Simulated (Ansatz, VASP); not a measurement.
## ScZn in VASP and in Ansatz

```
Sc Zn
1.0
     3.28161    0.00000    0.00000
     0.00000    3.28161    0.00000
     0.00000    0.00000    3.28161
Sc Zn
1 1
Cartesian
  0.0000 0.0000 0.0000
  1.6408 1.6408 1.6408
```

Change from the starting cell: volume scaled by 0.94.

Alike in both runs: task single point; functional PBEsol; k mesh 10 × 10 × 10; occupations fermi-dirac, width 0.03 eV; no spin polarisation.

|  | VASP | Ansatz |
| --- | --- | --- |
| version | VASP 6.6.1 | Ansatz 0.2.0 |
| potentials or method | VASP PAW PBE potentials, release 64 (Sc_sv, Zn), cutoff 520 eV | all-electron LAPW, scalar-relativistic |

|  | VASP | Ansatz | Ansatz less VASP |
| --- | --- | --- | --- |
| pressure (GPa) | 1.9 | 1.6 | -0.24 |

VASP's potentials were made for PBE, not for PBEsol. Ansatz ran all-electron here, and VASP with PAW potentials.
